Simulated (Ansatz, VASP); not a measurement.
**One calculation of KAlH5, two programs**

The input INCAR:

```
ALGO     = Normal         # electronic algorithm
EDIFF    = 1E-6           # SCF threshold, eV
ENCUT    = 500            # plane-wave cutoff, eV
GGA      = PE             # functional
GGA_COMPAT= F            
ISIF     = 2              # what is computed and relaxed
ISMEAR   = 0              # smearing method
LASPH    = T              # aspherical terms in the spheres
LCHARG   = T              # write CHGCAR
LELF     = T              # ELF
LREAL    = F              # projectors in reciprocal space
LVHAR    = T            
LWAVE    = F              # write WAVECAR
NBANDS   = 18             # bands
NELM     = 120            # most SCF steps
PREC     = Accurate       # precision mode
SIGMA    = 0.1            # smearing width, eV
```

File KPOINTS:

```
k-points
0
Gamma
  6 6 6
```

POSCAR

```
KAlH5
1.0
   -1.8306246800      3.2814602100      3.9759577100
    1.8306246800     -3.2814602100      3.9759577100
    1.8306246800      3.2814602100     -3.9759577100
K Al H
1 1 5
Direct
    0.0000000000      0.0000000000      0.0000000000
    0.5000000000      0.5000000000      0.0000000000
    0.7716370100      0.5000000000      0.2716370100
    0.2283629900      0.5000000000      0.7283629900
    0.2830269900      0.2830269900      0.0000000000
    0.7169730100      0.7169730100      0.0000000000
    0.5000000000      0.0000000000      0.5000000000
```

Input for Ansatz:

```yaml
crystal:
  lattice:
    - [-1.83062468, 3.28146021, 3.97595771]
    - [1.83062468, -3.28146021, 3.97595771]
    - [1.83062468, 3.28146021, -3.97595771]
  atoms:
    - { symbol: K, position: [0.0, 0.0, 0.0] }
    - { symbol: Al, position: [0.5, 0.5, 0.0] }
    - { symbol: H, position: [0.77163701, 0.5, 0.27163701] }
    - { symbol: H, position: [0.22836299, 0.5, 0.72836299] }
    - { symbol: H, position: [0.28302699, 0.28302699, 0.0] }
    - { symbol: H, position: [0.71697301, 0.71697301, 0.0] }
    - { symbol: H, position: [0.5, 0.0, 0.5] }
basis:
  ecutwfc: 420
kpoints:
  mp_grid: { grid: [6, 6, 6] }
hamiltonian:
  xc: pbe
scf:
  occupations: { method: gaussian, width: 0.1 }
  lower_state_search: "off"
output:
  forces: true
  stress: true
  eigenvalues: true
```

Change from the starting cell: species swapped into the AlSnF5 type (Immm, No. 71).

Alike in both runs: task single point; functional PBE; k mesh 6 × 6 × 6; occupations gaussian, width 0.1 eV; no spin polarisation.

```csv
,VASP,Ansatz
version,VASP 6.6.1,Ansatz 0.2.0
potentials or method,"VASP PAW PBE potentials, release 64 (K_sv, Al, H), cutoff 500 eV","scalar-relativistic, plane waves, PAW"
valence electrons in the cell,17,17
```

```tsv
	VASP	Ansatz	Ansatz less VASP
gap on the k mesh at the Fermi level (eV)	none	none	-
pressure (GPa)	0.8	0.9	+0.08
traceless stress, the component that is largest in VASP (GPa)	-2.36	-2.35	+0.007
rms of the force components (eV/Å)	0.398	0.394	-0.0041
```

Atom by atom the forces differ by 0.004 eV/Å (rms over components). A gap of «none» marks a metal or a gap that the smearing closes. The functional is the same, so the differences come from potentials, cutoffs and numerics.
